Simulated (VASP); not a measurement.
# TeRu (Fm-3m) in VASP: notebook

TeRu is run at these levels: PBE+U; tasks: single point.

All numbers are computed with VASP 6.6.1; they aren't measurements. Logs are shortened: lines on timing, memory, paths and dates and some standing lists are left out, and cuts for length are marked.

## 1. The cell of the first run

The structure is cubic, space group Fm-3m (No. 225). Conventional cell: a = 5.738 Å, b = 5.738 Å, c = 5.738 Å, α = 90.00°, β = 90.00°, γ = 90.00°. Ru (site symmetry m-3m) has 6 Te at 2.87 Å within 3.8 Å. Within 3.8 Å of Te (site symmetry m-3m) lie 6 Ru at 2.87 Å.

## 2. Single point, PBE+U, collinear spin, ferromagnetic start

Input file INCAR:

```
SYSTEM = TeRu
PREC = Accurate
ENCUT = 520
EDIFF = 1E-6
ISMEAR = 0
SIGMA = 0.05
LREAL = .FALSE.
LASPH = .TRUE.
NELM = 150
ALGO = Normal
ISIF = 2
LWAVE = .FALSE.
LCHARG = .FALSE.
ISPIN = 2
MAGMOM = 4 0
LORBIT = 11
LMAXMIX = 4
LDAU = .TRUE.
LDAUTYPE = 2
LDAUL = 2 -1
LDAUU = 4 0
LDAUJ = 0 0
LDAUPRINT = 1
GGA = PE
NBANDS = 21
```

Input file KPOINTS:

```
Automatic mesh
0
G
  6 6 6
  0 0 0
```

Input file POSCAR:

```
TeRu
1.0
    0.0000000000      2.8688747200      2.8688747200
    2.8688747200      0.0000000000      2.8688747200
    2.8688747200      2.8688747200      0.0000000000
Ru Te
1 1
Direct
    0.5000000000      0.5000000000      0.5000000000
    0.0000000000      0.0000000000      0.0000000000
```

Potentials or basis: VASP PAW PBE potentials, release 64 (Ru_pv, Te).

Launch:

```console
$ cat potpaw_PBE.64/Ru_pv/POTCAR potpaw_PBE.64/Te/POTCAR > POTCAR
$ mpirun -np 1 vasp_std > vasp.out
```

OUTCAR:

```text
SYSTEM = TeRu
   PREC = Accurate
   ENCUT = 520
   EDIFF = 1E-6
   ISMEAR = 0
   LREAL = .FALSE.
   LASPH = .TRUE.
   NELM = 150
   ISIF = 2
   ISPIN = 2
   LORBIT = 11
   GGA = PE

 ion  position               nearest neighbor table
   1  0.500  0.500  0.500-   2 2.87   2 2.87   2 2.87   2 2.87   2 2.87   2 2.87
   2  0.000  0.000  0.000-   1 2.87   1 2.87   1 2.87   1 2.87   1 2.87   1 2.87

  LATTYP: Found a face centered cubic cell.
 ALAT       =     5.7377494400

  Lattice vectors:

 A1 = (   0.0000000000,   2.8688747200,   2.8688747200)
 A2 = (   2.8688747200,   0.0000000000,   2.8688747200)
 A3 = (   2.8688747200,   2.8688747200,   0.0000000000)

Analysis of symmetry for initial positions (statically):
=====================================================================
 Subroutine PRICEL returns:
 Original cell was already a primitive cell.

 Routine SETGRP: Setting up the symmetry group for a
 face centered cubic supercell.

 Subroutine GETGRP returns: Found 48 space group operations
 (whereof 48 operations were pure point group operations)
 out of a pool of 48 trial point group operations.

The static configuration has the point symmetry O_h .

Analysis of symmetry for dynamics (positions and initial velocities):
=====================================================================
 Subroutine PRICEL returns:
 Original cell was already a primitive cell.

 Routine SETGRP: Setting up the symmetry group for a
 face centered cubic supercell.

 Subroutine GETGRP returns: Found 48 space group operations
 (whereof 48 operations were pure point group operations)
 out of a pool of 48 trial point group operations.

The dynamic configuration has the point symmetry O_h .

Analysis of structural, dynamic, and magnetic symmetry:
=====================================================================
 Subroutine PRICEL returns:
 Original cell was already a primitive cell.

 Routine SETGRP: Setting up the symmetry group for a
 face centered cubic supercell.

 Subroutine GETGRP returns: Found 48 space group operations
 (whereof 48 operations were pure point group operations)
 out of a pool of 48 trial point group operations.

The overall configuration has the point symmetry O_h .

 Subroutine INISYM returns: Found 48 space group operations
 (whereof 48 operations are pure point group operations),
 and found     1 'primitive' translations

----------------------------------------------------------------------------------------

                                     Primitive cell

  volume of cell :      47.2242

  direct lattice vectors                    reciprocal lattice vectors
     0.000000000  2.868874720  2.868874720    -0.174284362  0.174284362  0.174284362
     2.868874720  0.000000000  2.868874720     0.174284362 -0.174284362  0.174284362
     2.868874720  2.868874720  0.000000000     0.174284362  0.174284362 -0.174284362

  length of vectors
     4.057201538  4.057201538  4.057201538     0.301869370  0.301869370  0.301869370

  position of ions in fractional coordinates (direct lattice)
     0.500000000  0.500000000  0.500000000
     0.000000000  0.000000000  0.000000000

  ion indices of the primitive-cell ions
   primitive index   ion index
                 1           1
                 2           2

----------------------------------------------------------------------------------------

 KPOINTS: Automatic mesh

Automatic generation of k-mesh.
 Grid dimensions read from file:
 generate k-points for:    6    6    6

 Generating k-lattice:

  Cartesian coordinates                     Fractional coordinates (reciprocal lattice)
[... 61 lines left out ...]
   PSTRESS=    0.0 pullay stress
   NELECT =      20.0000    total number of electrons
   NUPDOWN=      -1.0000    fix difference up-down
   EMIN   =  10.00;   EMAX   =-10.00  energy-range for DOS
   EFERMI =   0.00;   METHOD = LEGACY
   ISMEAR =     0;   SIGMA  =   0.05  broadening in eV -4-tet -1-fermi 0-gaus
   EFERMI_NEDOS =   21; number of points for ismear=-14 and -15
   IALGO  =     38    algorithm
   IMIX   =      4    mixing-type and parameters
     AMIX     =   0.40;   BMIX     =  1.00
     AMIX_MAG =   1.60;   BMIX_MAG =  1.00
  volume/ion in A,a.u.               =      23.61       159.34
  Fermi-wavevector in a.u.,A,eV,Ry     =   1.229410  2.323247 20.564496  1.511448
  Thomas-Fermi vector in A             =   2.364298
   LORBIT       =     11    0 simple, 1 ext, 2 COOP (PROOUT), +10 PAW based schemes
 LDA+U is selected, type is set to LDAUTYPE =  2
   angular momentum for each species LDAUL =     2   -1
   U (eV)           for each species LDAUU =   4.0  0.0
   J (eV)           for each species LDAUJ =   0.0  0.0
   GGA     = PE    functional components
   LHFCALC =     F    Hartree Fock is set to
   AEXX    =    0.0000 exact exchange contribution
   IVDW    =     0    specifies the selected vdW correction
   LEPSILON=     F    determine dielectric tensor
   LRPA    =     F    only Hartree local field effects (RPA)
 spin polarized calculation
 Gauss-broadening in eV      SIGMA  =   0.05
  energy-cutoff  :      520.00
  volume of cell :       47.22
 maximum number of plane-waves:      1303
   NGX = 15   NGY = 15   NGZ = 15

atom =   1  type =  1  l = 2

 onsite density matrix

spin component  1

  0.8686  0.0000 -0.0000 -0.0000 -0.0000
  0.0000  0.8686  0.0000  0.0000  0.0000
 -0.0000  0.0000  0.7652  0.0000  0.0000
 -0.0000  0.0000  0.0000  0.8686 -0.0000
 -0.0000  0.0000  0.0000 -0.0000  0.7652

spin component  2

  0.5219  0.0000 -0.0000 -0.0000  0.0000
  0.0000  0.5219 -0.0000 -0.0000  0.0000
 -0.0000 -0.0000  0.1905 -0.0000  0.0000
 -0.0000 -0.0000 -0.0000  0.5219  0.0000
  0.0000  0.0000  0.0000  0.0000  0.1905

 occupancies and eigenvectors

  o =  0.1905  v =  0.0000  0.0000  0.0000  0.0000  0.0000  0.0000  0.0000  0.9988  0.0000 -0.0498      0.0000  0.0000  0.0000  0.0000  0.0000  0.0000  0.0000  0.0000  0.0000  0.0000
  o =  0.1905  v =  0.0000  0.0000  0.0000  0.0000  0.0000  0.0000 -0.0000 -0.0498 -0.0000 -0.9988      0.0000  0.0000  0.0000  0.0000  0.0000  0.0000  0.0000  0.0000  0.0000  0.0000
  o =  0.5219  v =  0.0000  0.0000  0.0000  0.0000  0.0000  0.0000  0.2652  0.0000 -0.9642 -0.0000      0.0000  0.0000  0.0000  0.0000  0.0000  0.0000  0.0000  0.0000  0.0000  0.0000
  o =  0.5219  v =  0.0000  0.0000  0.0000  0.0000  0.0000  1.0000  0.0000  0.0000  0.0000  0.0000      0.0000  0.0000  0.0000  0.0000  0.0000  0.0000  0.0000  0.0000  0.0000  0.0000
  o =  0.5219  v =  0.0000  0.0000  0.0000  0.0000  0.0000  0.0000 -0.9642  0.0000 -0.2652  0.0000      0.0000  0.0000  0.0000  0.0000  0.0000  0.0000  0.0000  0.0000  0.0000  0.0000
  o =  0.7652  v =  0.0000  0.0000 -0.5712 -0.0000 -0.8208  0.0000  0.0000  0.0000  0.0000  0.0000      0.0000  0.0000  0.0000  0.0000  0.0000  0.0000  0.0000  0.0000  0.0000  0.0000
  o =  0.7652  v =  0.0000 -0.0000  0.8208 -0.0000 -0.5712  0.0000  0.0000  0.0000  0.0000  0.0000      0.0000  0.0000  0.0000  0.0000  0.0000  0.0000  0.0000  0.0000  0.0000  0.0000
  o =  0.8686  v =  1.0000  0.0000  0.0000  0.0000  0.0000  0.0000  0.0000  0.0000  0.0000  0.0000      0.0000  0.0000  0.0000  0.0000  0.0000  0.0000  0.0000  0.0000  0.0000  0.0000
  o =  0.8686  v =  0.0000  0.4379  0.0000  0.8990 -0.0000  0.0000  0.0000  0.0000  0.0000  0.0000      0.0000  0.0000  0.0000  0.0000  0.0000  0.0000  0.0000  0.0000  0.0000  0.0000
  o =  0.8686  v =  0.0000 -0.8990 -0.0000  0.4379 -0.0000  0.0000  0.0000  0.0000  0.0000  0.0000      0.0000  0.0000  0.0000  0.0000  0.0000  0.0000  0.0000  0.0000  0.0000  0.0000

 number of electron      19.9999999 magnetization       2.2963685

 Free energy of the ion-electron system (eV)
  ---------------------------------------------------
  ext. energy  EPLUGINS =         0.00000000
  ---------------------------------------------------
  free energy    TOTEN  =        -6.97462701 eV

  energy without entropy =       -6.96835970  energy(sigma->0) =       -6.97149335

 E-fermi :   7.9194     XC(G=0): -10.7488

 val. band max:        7.9067245439   @ k =  -0.3333   0.5000   0.1667
 cond. band min:       7.9383500669   @ k =   0.5000   0.3333   0.0000
 fundamental gap:      0.0316255230
 Fermi energy:         7.9194223360

 spin component 1

 k-point     1 :       0.0000    0.0000    0.0000
  band No.  band energies     occupation
      1     -35.0500      1.00000
      2     -35.0500      1.00000
      3     -35.0500      1.00000
      4      -4.6841      1.00000
      5       4.4621      1.00000
      6       4.4621      1.00000
[... 373 lines left out ...]
     20      21.7652      0.00000
     21      23.3070      0.00000
 Fermi energy:         7.9194223360

 spin component 2

 k-point     1 :       0.0000    0.0000    0.0000
  band No.  band energies     occupation
      1     -33.3831      1.00000
      2     -33.3831      1.00000
      3     -33.3831      1.00000
      4      -4.6642      1.00000
      5       6.7881      1.00000
      6       6.7882      1.00000
[... 373 lines left out ...]
     20      21.6524      0.00000
     21      23.7572      0.00000

------------------------ aborting loop because EDIFF is reached ----------------------------------------

  FORCE on cell =-STRESS in cart. coord.  units (eV):
  Direction    XX          YY          ZZ          XY          YZ          ZX
  --------------------------------------------------------------------------------------
  -------------------------------------------------------------------------------------
  Total       -1.0109519     -1.0109519     -1.0109519      0.0000000      0.0000000      0.0000000
  in kB      -34.2985936    -34.2985936    -34.2985936      0.0000000      0.0000000      0.0000000
  external PRESSURE =     -34.2985936 kB  Pullay stress =       0.0000000 kB

 VOLUME and BASIS-vectors are now :
 -----------------------------------------------------------------------------
  energy-cutoff  :      520.00
  volume of cell :       47.22
      direct lattice vectors                 reciprocal lattice vectors
     0.000000000  2.868874720  2.868874720    -0.174284362  0.174284362  0.174284362
     2.868874720  0.000000000  2.868874720     0.174284362 -0.174284362  0.174284362
     2.868874720  2.868874720  0.000000000     0.174284362  0.174284362 -0.174284362

 POSITION                                       TOTAL-FORCE (eV/Angst)
 -----------------------------------------------------------------------------------
      2.86887      2.86887      2.86887        -0.000000     -0.000000      0.000000
      0.00000      0.00000      0.00000         0.000000      0.000000     -0.000000
 -----------------------------------------------------------------------------------
    total drift:                                0.000000     -0.000000      0.000000

  FREE ENERGIE OF THE ION-ELECTRON SYSTEM (eV)
  ---------------------------------------------------
  free  energy   TOTEN  =        -6.9746270071 eV

  energy  without entropy=       -6.9683597010  energy(sigma->0) =       -6.97149335

 total charge

# of ion       s       p       d       tot
------------------------------------------
    1        0.247   6.113   6.040  12.400
    2        1.361   1.938   0.058   3.357
--------------------------------------------------
tot          1.608   8.051   6.098  15.757

 magnetization (x)

# of ion       s       p       d       tot
------------------------------------------
    1        0.050   0.027   2.179   2.256
    2        0.022  -0.064   0.011  -0.032
--------------------------------------------------
tot          0.072  -0.037   2.190   2.225
```

Run time: 51 s. Hardware: 1 thread of Intel Xeon 6975P-C, shared host; peak memory 0.2 GiB.

What came out:

* Free energy: -6.9746 eV
* Pressure: -3.4 GPa
* Net moment: 2.30 μB per cell
* Site moments: Ru +2.26; Te -0.03 μB
* Valence electrons inside the program's atomic spheres: Ru 12.40; Te 3.36

Eigenvalues of the final occupation matrices:
```tsv
site	spin	trace	eigenvalues
site 1 d	1	4.14	0.77 0.77 0.87 0.87 0.87
site 1 d	2	1.95	0.19 0.19 0.52 0.52 0.52
```

Caveat: spin-orbit coupling is left out, which moves the levels of the heavy elements; the U is typed as a test and isn't derived for this compound. The state reached can hang on the start; a lower one may exist.

## 3. Single point, PBE+U, collinear spin, ferrimagnetic start

Input file INCAR:

```
SYSTEM = TeRu
PREC = Accurate ; ENCUT = 520
EDIFF = 1E-6 ; ISMEAR = 0
SIGMA = 0.05 ; LREAL = .FALSE.
LASPH = .TRUE. ; NELM = 150
ALGO = Normal ; ISIF = 2
LWAVE = .FALSE. ; LCHARG = .FALSE.
ISPIN = 2 ; MAGMOM = 2.21 -0.19
LORBIT = 11 ; LMAXMIX = 4
LDAU = .TRUE. ; LDAUTYPE = 2
LDAUL = 2 -1 ; LDAUU = 4 0
LDAUJ = 0 0 ; LDAUPRINT = 1
GGA = PE ; NBANDS = 21
```

Input file KPOINTS:

```
regular mesh
0
G
  6 6 6
  0 0 0
```

POSCAR is that of step 2.

Potentials or basis: VASP PAW PBE potentials, release 64 (Ru_pv, Te).

Launch:

```console
$ cat potpaw_PBE.64/Ru_pv/POTCAR potpaw_PBE.64/Te/POTCAR > POTCAR
$ mpirun -np 1 vasp_std > vasp.out
```

Wall time 44 s (1 thread of Intel Xeon 6975P-C, shared host); peak memory 0.2 GiB.

Results (log left out):

| Item | Value |
| --- | --- |
| Free energy | -6.9746 eV |
| Pressure | -3.4 GPa |
| Net moment | 2.30 μB per cell |
| Site moments | Ru +2.26; Te -0.03 μB |
| Valence electrons inside the program's atomic spheres | Ru 12.40; Te 3.36 |

Levels at points of the mesh, in eV from the Fermi level:
Spin up:
```csv
k point,band 8,band 9,band 10,band 11,band 12,band 13,band 14,band 15
"(0.00, 0.00, 0.00)",-3.37,-3.37,-0.42,-0.42,-0.42,3.22,8.16,9.08
"(0.50, 0.00, 0.00)",-2.88,-2.88,-2.22,2.33,2.33,3.42,5.42,5.42
"(0.50, 0.50, 0.00)",-2.67,-2.67,-2.24,-2.24,-1.74,1.24,6.24,10.92
```
Spin down:
```tsv
k point	band 5	band 6	band 7	band 8	band 9	band 10	band 11	band 12	band 13	band 14
(0.00, 0.00, 0.00)	-1.13	-1.13	-1.13	-0.40	-0.40	-0.40	0.24	0.24	3.56	8.02
(0.50, 0.00, 0.00)	-5.79	-2.95	-2.95	-0.13	-0.13	0.12	3.44	4.42	4.42	5.71
(0.50, 0.50, 0.00)	-4.63	-2.20	-2.20	-2.00	0.04	0.04	0.74	1.41	2.59	7.05
```

Eigenvalues of the final occupation matrices:
```csv
site,spin,trace,eigenvalues
site 1 d,1,4.14,0.77 0.77 0.87 0.87 0.87
site 1 d,2,1.95,0.19 0.19 0.52 0.52 0.52
```

Caveat: spin-orbit coupling is left out, which moves the levels of the heavy elements; the U is typed as a test and isn't derived for this compound.
